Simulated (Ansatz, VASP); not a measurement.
**Au: VASP beside Ansatz**

```xyz
1
Lattice="0.0000 2.0966 2.0455 2.0966 0.0000 2.0455 2.0966 2.0966 0.0000" Properties=species:S:1:pos:R:3 pbc="T T T"
Au    0.0000    0.0000    0.0000
```

Change from the starting cell: strain +0.025 along x and y, +0.000 along z, atoms carried along.

Alike in both runs: task single point; functional PBEsol; k mesh 20 × 20 × 20; occupations gaussian, width 0.15 eV; no spin polarisation.

|  | VASP | Ansatz |
| --- | --- | --- |
| version | VASP 6.6.1 | Ansatz 0.2.0 |
| potentials or method | VASP PAW PBE potentials, release 64 (Au), cutoff 520 eV | scalar-relativistic, plane waves, PAW |
| valence electrons in the cell | 11 | 19 |

```csv
,VASP,Ansatz,Ansatz less VASP
gap on the k mesh at the Fermi level (eV),none,none,-
pressure (GPa),-8.4,-8.2,+0.24
"traceless stress, the component that is largest in VASP (GPa)",0.37,0.37,-0.002
```

VASP's potentials were made for PBE, not for PBEsol. A gap of «none» marks a metal or a gap that the smearing closes. VASP's potentials hold 11 valence electrons a cell and Ansatz's 19, so a difference there can come from the potentials and not from the codes.

Neither program's run includes spin-orbit coupling.
